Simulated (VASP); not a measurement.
Write the native input for VASP 6.6.1 that does the following.

- Task: single point
- Functional: PBEsol
- Potentials or basis: VASP PAW PBE potentials, release 64 (K_sv, Pt, H)
- Cutoff: 520 eV
- k mesh: 2 × 2 × 2
- Occupations: fermi-dirac, width 0.1 eV
- Spin: no spin polarisation
- Dipole correction: no
- Further INCAR settings: ALGO = Normal; EDIFF = 1e-06; NBANDS = 68

The structure of K8HPt4 (a cell with a defect) lies in POSCAR:

```
K8HPt4
1.0
    7.5629260000      0.0000000000      0.0000000000
    0.0000000000      7.5629260000      0.0000000000
    0.0000000000      0.0000000000      7.5629260000
K Pt H
8 4 1
Direct
    0.7470574220      0.7714889713      0.7443291128
    0.2195523267      0.2396456081      0.2702648419
    0.2199573287      0.2401103753      0.7296616415
    0.7469566673      0.7713904645      0.2549785625
    0.2381092979      0.7490311290      0.2470320350
    0.7310075492      0.2626472876      0.7498080769
    0.7307805207      0.2627267542      0.2494796326
    0.2381119424      0.7492851312      0.7522685003
   -0.0112775135      0.0117212571     -0.0002861326
    0.4830495499      0.5015803407     -0.0003347911
    0.4875788815      0.0045091014      0.4997286764
   -0.0182516661      0.5115001786      0.4997280153
    0.2972110265      0.4048485996      0.0002257063
```

The input as run:

INCAR

```
PREC = Accurate ; ENCUT = 520
EDIFF = 1E-6 ; ISMEAR = -1
SIGMA = 0.1 ; LREAL = F
LASPH = T ; NELM = 100
ALGO = Normal ; ISIF = 2
LWAVE = F ; LCHARG = F
GGA = PS ; NBANDS = 68
```

KPOINTS

```
Automatic mesh
0
Gamma
  2 2 2
```

Potentials or basis: VASP PAW PBE potentials, release 64 (K_sv, Pt, H).

Launch:

```sh
$ cat potpaw_PBE.64/K_sv/POTCAR potpaw_PBE.64/Pt/POTCAR potpaw_PBE.64/H/POTCAR > POTCAR
$ mpirun -np 1 vasp_std > vasp.out
```

It gave:

The pressure is 0.0 GPa and the largest force is 0.196 eV/Å. The band gap on the k mesh is zero (an odd number of electrons rules out a gap without spin polarisation).

Caveat: the k points lie up to 0.42 Å⁻¹ apart, too coarse for converged energies and pressures of a metal; the PAW data sets were made with another functional, which shifts forces and pressure a little; spin-orbit coupling is left out, which moves the levels of the heavy elements.

Wall time 2.9 min on 1 thread of AMD EPYC 9R45 96-Core Processor (Zen 5), on a shared host, peak memory 0.51 GiB.
